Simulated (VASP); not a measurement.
# AlIn3As4 (P-4m2) in VASP: notebook

The runs below take AlIn3As4 through single point, with PBE.

All numbers are computed with VASP 6.6.1; they aren't measurements. Logs are shortened: lines on timing, memory, paths and dates and some standing lists are left out, and cuts for length are marked.

## Step 1: The cell of the first run

The structure is tetragonal, space group P-4m2 (No. 115). Conventional cell: a = 4.313 Å, b = 4.313 Å, c = 12.056 Å, α = 90.00°, β = 90.00°, γ = 90.00°. Within 3.3 Å of Al (site symmetry -4m2) lie 4 As at 2.53 Å. Within 3.5 Å of In (site symmetry -4m2) lie 4 As at 2.66 Å. In (site symmetry 2mm) has 4 As at 2.66 to 2.68 Å within 3.5 Å. Within 3.5 Å of As (site symmetry 2mm) lie 4 In at 2.66 Å. Within 3.3 Å of As (site symmetry 2mm) lie 2 Al at 2.53 Å and 2 In at 2.68 Å.

## Step 2: Single point, PBE

Contents of INCAR:

```
  PREC = Accurate
  ENCUT = 520
  EDIFF = 1E-6
  ISMEAR = 0
  SIGMA = 0.1
  LREAL = False
  LASPH = True
  NELM = 80
  ALGO = Normal
  ISIF = 2
  LWAVE = False
  LCHARG = False
  GGA = PE
  NBANDS = 41
```

Contents of KPOINTS:

```
regular mesh
0
Gamma
  4 4 2
```

Contents of POSCAR:

```
AlIn3As4
1.0
    4.3130411086      0.0000000000      0.0000000000
    0.0000000000      4.3130411086      0.0000000000
    0.0000000000      0.0000000000     12.0557624433
Al In As
1 3 4
Direct
    0.0000000000      0.0000000000      0.5000000000
    0.0000000000      0.0000000000      0.0000000000
    0.5000000000      0.5000000000      0.2596863251
    0.5000000000      0.5000000000      0.7403136749
    0.5000000000      0.0000000000      0.8701479959
    0.0000000000      0.5000000000      0.1298520041
    0.5000000000      0.0000000000      0.3910275334
    0.0000000000      0.5000000000      0.6089724666
```

Potentials or basis: VASP PAW PBE potentials, release 64 (Al, In_d, As).

The run is started by

```sh
$ cat potpaw_PBE.64/Al/POTCAR potpaw_PBE.64/In_d/POTCAR potpaw_PBE.64/As/POTCAR > POTCAR
$ mpirun -np 1 vasp_std > vasp.out
```

OUTCAR:

```text
PREC = Accurate
   ENCUT = 520
   EDIFF = 1E-6
   ISMEAR = 0
   LREAL = False
   LASPH = True
   NELM = 80
   ISIF = 2
   GGA = PE

 ion  position               nearest neighbor table
   1  0.000  0.000  0.500-   7 2.53   8 2.53   8 2.53   7 2.53
   2  0.000  0.000  0.000-   5 2.66   6 2.66   6 2.66   5 2.66
   3  0.500  0.500  0.260-   6 2.66   6 2.66   7 2.68   7 2.68
   4  0.500  0.500  0.740-   5 2.66   5 2.66   8 2.68   8 2.68
   5  0.500  0.000  0.870-   4 2.66   4 2.66   2 2.66   2 2.66
   6  0.000  0.500  0.130-   3 2.66   3 2.66   2 2.66   2 2.66
   7  0.500  0.000  0.391-   1 2.53   1 2.53   3 2.68   3 2.68
   8  0.000  0.500  0.609-   1 2.53   1 2.53   4 2.68   4 2.68

  LATTYP: Found a simple tetragonal cell.
 ALAT       =     4.3130411086
 C/A-ratio  =     2.7951883925

  Lattice vectors:

 A1 = (   4.3130411086,   0.0000000000,   0.0000000000)
 A2 = (   0.0000000000,   4.3130411086,   0.0000000000)
 A3 = (   0.0000000000,   0.0000000000,  12.0557624433)

Analysis of symmetry for initial positions (statically):
=====================================================================
 Subroutine PRICEL returns:
 Original cell was already a primitive cell.

 Routine SETGRP: Setting up the symmetry group for a
 simple tetragonal supercell.

 Subroutine GETGRP returns: Found  8 space group operations
 (whereof  8 operations were pure point group operations)
 out of a pool of 16 trial point group operations.

The static configuration has the point symmetry D_2d.

Analysis of symmetry for dynamics (positions and initial velocities):
=====================================================================
 Subroutine PRICEL returns:
 Original cell was already a primitive cell.

 Routine SETGRP: Setting up the symmetry group for a
 simple tetragonal supercell.

 Subroutine GETGRP returns: Found  8 space group operations
 (whereof  8 operations were pure point group operations)
 out of a pool of 16 trial point group operations.

The dynamic configuration has the point symmetry D_2d.

 Subroutine INISYM returns: Found  8 space group operations
 (whereof  8 operations are pure point group operations),
 and found     1 'primitive' translations

----------------------------------------------------------------------------------------

                                     Primitive cell

  volume of cell :     224.2652

  direct lattice vectors                    reciprocal lattice vectors
     4.313041109  0.000000000  0.000000000     0.231854966  0.000000000  0.000000000
     0.000000000  4.313041109  0.000000000     0.000000000  0.231854966  0.000000000
     0.000000000  0.000000000 12.055762443     0.000000000  0.000000000  0.082947885

  length of vectors
     4.313041109  4.313041109 12.055762443     0.231854966  0.231854966  0.082947885

  position of ions in fractional coordinates (direct lattice)
     0.000000000  0.000000000  0.500000000
     0.000000000  0.000000000  0.000000000
     0.500000000  0.500000000  0.259686325
     0.500000000  0.500000000  0.740313675
     0.500000000  0.000000000  0.870147996
     0.000000000  0.500000000  0.129852004
     0.500000000  0.000000000  0.391027533
     0.000000000  0.500000000  0.608972467

  ion indices of the primitive-cell ions
   primitive index   ion index
                 1           1
                 2           2
                 3           3
                 4           4
                 5           5
                 6           6
                 7           7
                 8           8

----------------------------------------------------------------------------------------

 KPOINTS: regular mesh

Automatic generation of k-mesh.
 Grid dimensions read from file:
 generate k-points for:    4    4    2

 Generating k-lattice:

  Cartesian coordinates                     Fractional coordinates (reciprocal lattice)
     0.057963742  0.000000000  0.000000000     0.250000000  0.000000000  0.000000000
     0.000000000  0.057963742  0.000000000     0.000000000  0.250000000  0.000000000
     0.000000000  0.000000000  0.041473943     0.000000000  0.000000000  0.500000000

  Length of vectors
     0.057963742  0.057963742  0.041473943

  Shift w.r.t. Gamma in fractional coordinates (k-lattice)
     0.000000000  0.000000000  0.000000000

 Subroutine IBZKPT returns following result:
 ===========================================

 Found     12 irreducible k-points:

 Following reciprocal coordinates:
            Coordinates               Weight
  0.000000  0.000000  0.000000      1.000000
  0.250000  0.000000  0.000000      4.000000
  0.500000  0.000000  0.000000      2.000000
  0.250000  0.250000  0.000000      4.000000
  0.500000  0.250000  0.000000      4.000000
  0.500000  0.500000  0.000000      1.000000
  0.000000  0.000000  0.500000      1.000000
  0.250000  0.000000  0.500000      4.000000
  0.500000  0.000000  0.500000      2.000000
  0.250000  0.250000  0.500000      4.000000
  0.500000  0.250000  0.500000      4.000000
  0.500000  0.500000  0.500000      1.000000
   k-points           NKPTS =     12   k-points in BZ     NKDIM =     12   number of bands    NBANDS=     41
   number of dos      NEDOS =    301   number of ions     NIONS =      8
   total plane-waves  NPLWV =  92160
   dimension x,y,z NGX =    32 NGY =   32 NGZ =   90
   dimension x,y,z NGXF=    64 NGYF=   64 NGZF=  180
   ions per type =               1   3   4
   NGX,Y,Z   is equivalent  to a cutoff of  12.33, 12.33, 12.41 a.u.
   NGXF,Y,Z  is equivalent  to a cutoff of  24.67, 24.67, 24.82 a.u.
 SYSTEM =  unknown system
   PREC   = accura    normal or accurate (medium, high low for compatibility)
   ISTART =      0    job   : 0-new  1-cont  2-samecut
   ICHARG =      2    charge: 1-file 2-atom 10-const
   ISPIN  =      1    spin polarized calculation?
   LNONCOLLINEAR =      F non collinear calculations
   LSORBIT =      F    spin-orbit coupling
   LASPH  =      T    aspherical Exc in radial PAW
   ENCUT  =  520.0 eV  38.22 Ry    6.18 a.u.   8.02  8.02 22.42*2*pi/ulx,y,z
   NELM   =     80;   NELMIN=  2; NELMDL= -5     # of ELM steps
   EDIFF  = 0.1E-05   stopping-criterion for ELM
   LREAL  =      F    real-space projection
   EDIFFG = 0.1E-04   stopping-criterion for IOM
   NSW    =      0    number of steps for IOM
   IBRION =     -1    ionic relax: 0-MD 1-quasi-New 2-CG
   NFREE  =      0    steps in history (QN), initial steepest desc. (CG)
   ISIF   =      2    stress and relaxation
   ISYM   =      2    0-nonsym 1-usesym 2-fastsym
   POTIM  = 0.5000    time-step for ionic-motion
   TEBEG  =    0.0;   TEEND  =   0.0 temperature during run
   PSTRESS=    0.0 pullay stress
   NELECT =      62.0000    total number of electrons
   NUPDOWN=      -1.0000    fix difference up-down
   EMIN   =  10.00;   EMAX   =-10.00  energy-range for DOS
   EFERMI =   0.00;   METHOD = LEGACY
   ISMEAR =     0;   SIGMA  =   0.10  broadening in eV -4-tet -1-fermi 0-gaus
   EFERMI_NEDOS =   21; number of points for ismear=-14 and -15
   IALGO  =     38    algorithm
   IMIX   =      4    mixing-type and parameters
     AMIX     =   0.40;   BMIX     =  1.00
     AMIX_MAG =   1.60;   BMIX_MAG =  1.00
  volume/ion in A,a.u.               =      28.03       189.18
  Fermi-wavevector in a.u.,A,eV,Ry     =   1.066477  2.015349 15.474898  1.137373
  Thomas-Fermi vector in A             =   2.202062
   LORBIT       =      0    0 simple, 1 ext, 2 COOP (PROOUT), +10 PAW based schemes
   GGA     = PE    functional components
   LHFCALC =     F    Hartree Fock is set to
   AEXX    =    0.0000 exact exchange contribution
   IVDW    =     0    specifies the selected vdW correction
   LEPSILON=     F    determine dielectric tensor
   LRPA    =     F    only Hartree local field effects (RPA)
 non-spin polarized calculation
 Gauss-broadening in eV      SIGMA  =   0.10
  energy-cutoff  :      520.00
  volume of cell :      224.27
 maximum number of plane-waves:      6104
   NGX = 17   NGY = 17   NGZ = 45

 number of electron      61.9999996 magnetization

 Free energy of the ion-electron system (eV)
  ---------------------------------------------------
  ext. energy  EPLUGINS =         0.00000000
  ---------------------------------------------------
  free energy    TOTEN  =       -32.26410696 eV

  energy without entropy =      -32.25944337  energy(sigma->0) =      -32.26177517

 E-fermi :   3.8572     XC(G=0):  -8.8299

 val. band max:        3.8441925431   @ k =   0.0000   0.0000   0.0000
 cond. band min:       4.7855817680   @ k =   0.5000   0.0000   0.0000
 fundamental gap:      0.9413892249
 Fermi energy:         3.8572252737

 k-point     1 :       0.0000    0.0000    0.0000
  band No.  band energies     occupation
      1     -10.5100      2.00000
      2     -10.4620      2.00000
      3     -10.4087      2.00000
      4     -10.3727      2.00000
      5     -10.3727      2.00000
      6     -10.3496      2.00000
[... 33 lines left out ...]
     40       7.7814      0.00000
     41       7.7814      0.00000

 k-point     2 :       0.2500    0.0000    0.0000
  band No.  band energies     occupation
      1     -10.4978      2.00000
      2     -10.4602      2.00000
      3     -10.4103      2.00000
      4     -10.3933      2.00000
      5     -10.3663      2.00000
      6     -10.3621      2.00000
[... 33 lines left out ...]
     40       8.1869      0.00000
     41       8.8373      0.00000

 k-point     3 :       0.5000    0.0000    0.0000
  band No.  band energies     occupation
      1     -10.4832      2.00000
      2     -10.4813      2.00000
      3     -10.4359      2.00000
      4     -10.3917      2.00000
      5     -10.3579      2.00000
      6     -10.3573      2.00000
[... 347 lines left out ...]
      2     -10.5038      2.00000
      3     -10.4318      2.00000
      4     -10.4051      2.00000
      5     -10.3437      2.00000
      6     -10.3421      2.00000
[... 33 lines left out ...]
     40       9.1732      0.00000
     41       9.5851      0.00000

 k-point    12 :       0.5000    0.5000    0.5000
  band No.  band energies     occupation
      1     -10.5267      2.00000
      2     -10.5267      2.00000
      3     -10.4275      2.00000
      4     -10.4275      2.00000
      5     -10.3331      2.00000
      6     -10.3331      2.00000
[... 33 lines left out ...]
     40      11.0314      0.00000
     41      11.0371      0.00000

------------------------ aborting loop because EDIFF is reached ----------------------------------------

  FORCE on cell =-STRESS in cart. coord.  units (eV):
  Direction    XX          YY          ZZ          XY          YZ          ZX
  --------------------------------------------------------------------------------------
  -------------------------------------------------------------------------------------
  Total        0.0213277      0.0213277      0.0012203      0.0000000      0.0000000      0.0000000
  in kB        0.1523673      0.1523673      0.0087180      0.0000000      0.0000000      0.0000000
  external PRESSURE =       0.1044842 kB  Pullay stress =       0.0000000 kB

 VOLUME and BASIS-vectors are now :
 -----------------------------------------------------------------------------
  energy-cutoff  :      520.00
  volume of cell :      224.27
      direct lattice vectors                 reciprocal lattice vectors
     4.313041109  0.000000000  0.000000000     0.231854966  0.000000000  0.000000000
     0.000000000  4.313041109  0.000000000     0.000000000  0.231854966  0.000000000
     0.000000000  0.000000000 12.055762443     0.000000000  0.000000000  0.082947885

 POSITION                                       TOTAL-FORCE (eV/Angst)
 -----------------------------------------------------------------------------------
      0.00000      0.00000      6.02788         0.000000      0.000000      0.000000
      0.00000      0.00000      0.00000         0.000000      0.000000      0.000000
      2.15652      2.15652      3.13072         0.000000      0.000000      0.009940
      2.15652      2.15652      8.92505         0.000000      0.000000     -0.009940
      2.15652      0.00000     10.49030        -0.000000     -0.000000      0.000825
      0.00000      2.15652      1.56546         0.000000      0.000000     -0.000825
      2.15652      0.00000      4.71414         0.000000     -0.000000     -0.010285
      0.00000      2.15652      7.34163         0.000000      0.000000      0.010285
 -----------------------------------------------------------------------------------
    total drift:                                0.000000     -0.000000      0.000000

  FREE ENERGIE OF THE ION-ELECTRON SYSTEM (eV)
  ---------------------------------------------------
  free  energy   TOTEN  =       -32.2641069640 eV

  energy  without entropy=      -32.2594433729  energy(sigma->0) =      -32.26177517
```

It took 2.1 min on 1 thread of Intel Xeon Platinum 8488C (Sapphire Rapids), shared host; peak memory 0.33 GiB.

Results:

* Free energy: -32.2641 eV
* Pressure: 0.0 GPa
* Largest force: 0.010 eV/Å
* Band gap on the k mesh: zero (filled and empty bands touch)

Forces on the atoms (eV/Å):
```
Al   0.000  0.000  0.000
In   0.000  0.000  0.000
In   0.000  0.000  0.010
In   0.000  0.000 -0.010
As   0.000  0.000  0.001
As   0.000  0.000 -0.001
As   0.000  0.000 -0.010
As   0.000  0.000  0.010
```

Caveat: the k points lie up to 0.36 Å⁻¹ apart; spin-orbit coupling is left out, which moves the levels of the heavy elements.

## Step 3: Single point, PBE

This run uses another cell than the first one, of 23.45 Å³/atom, 0.837 times its volume.

Contents of INCAR:

```
SYSTEM = AlIn3As4
PREC     = Accurate       ! precision mode
ENCUT    = 520            ! plane-wave cutoff, eV
EDIFF    = 1E-6           ! SCF threshold, eV
ISMEAR   = 0              ! smearing method
SIGMA    = 0.1            ! smearing width, eV
LREAL    = .False.        ! projectors in reciprocal space
LASPH    = .True.         ! aspherical terms in the spheres
NELM     = 100            ! most SCF steps
ALGO     = Normal         ! electronic algorithm
ISIF     = 2              ! what is computed and relaxed
LWAVE    = .False.        ! write WAVECAR
LCHARG   = .False.        ! write CHGCAR
GGA      = PE             ! functional
NBANDS   = 41             ! bands
```

Contents of KPOINTS:

```
Automatic mesh
0
Gamma
  4 4 2
  0 0 0
```

Contents of POSCAR:

```
AlIn3As4
1.0
    4.0480641300      0.0000000000      0.0000000000
    0.0000000000      4.0480641300      0.0000000000
    0.0000000000      0.0000000000     11.4496544000
Al In As
1 3 4
Direct
    0.0000000000      0.0000000000      0.5000000000
    0.0000000000      0.0000000000      0.0000000000
    0.5000000000      0.5000000000      0.2500000000
    0.5000000000      0.5000000000      0.7500000000
    0.5000000000      0.0000000000      0.8750000000
    0.0000000000      0.5000000000      0.1250000000
    0.5000000000      0.0000000000      0.3750000000
    0.0000000000      0.5000000000      0.6250000000
```

Potentials or basis: VASP PAW PBE potentials, release 64 (Al, In_d, As).

The run is started by

```sh
$ cat potpaw_PBE.64/Al/POTCAR potpaw_PBE.64/In_d/POTCAR potpaw_PBE.64/As/POTCAR > POTCAR
$ mpirun -np 1 vasp_std > vasp.out
```

Run time: 2.1 min. Hardware: 1 thread of Intel Xeon Platinum 8488C (Sapphire Rapids), shared host; peak memory 0.3 GiB.

The run converged. Its results:

- Free energy: -30.5348 eV
- Pressure: 14.9 GPa
- Largest force: 1.882 eV/Å
- Band gap on the k mesh: 0.92 eV, direct

Forces in eV/Å, atoms in the order of the input:
```
Al   0.000  0.000  0.000
In   0.000  0.000  0.000
In   0.000  0.000  0.075
In   0.000  0.000 -0.075
As   0.000  0.000  0.004
As   0.000  0.000 -0.004
As   0.000  0.000  1.882
As   0.000  0.000 -1.882
```

Stress tensor (GPa, compression positive):
```
15.16  0.00  0.00
 0.00 15.16  0.00
 0.00  0.00 14.25
```

Levels at points of the mesh, in eV from the valence-band top:
| k point | band 29 | band 30 | band 31 | band 32 | band 33 | band 34 |
| --- | --- | --- | --- | --- | --- | --- |
| (0.00, 0.00, 0.00) | -0.03 | 0.00 | 0.00 | 0.92 | 1.27 | 2.04 |
| (0.50, 0.00, 0.00) | -1.15 | -1.10 | -1.08 | 1.46 | 1.51 | 2.88 |
| (0.50, 0.50, 0.00) | -2.75 | -2.75 | -2.72 | 1.26 | 1.26 | 2.00 |
| (0.00, 0.00, 0.50) | -0.78 | -0.52 | -0.52 | 1.39 | 1.58 | 2.35 |
| (0.50, 0.00, 0.50) | -1.16 | -1.16 | -1.12 | 2.40 | 2.46 | 2.46 |
| (0.50, 0.50, 0.50) | -3.13 | -3.07 | -3.07 | 2.21 | 2.21 | 2.48 |

Caveat: spin-orbit coupling is left out, which moves the levels of the heavy elements; forces of over 1 eV/Å act on the atoms, so gaps and moduli don't describe the material at rest. A k mesh can miss the band edges.
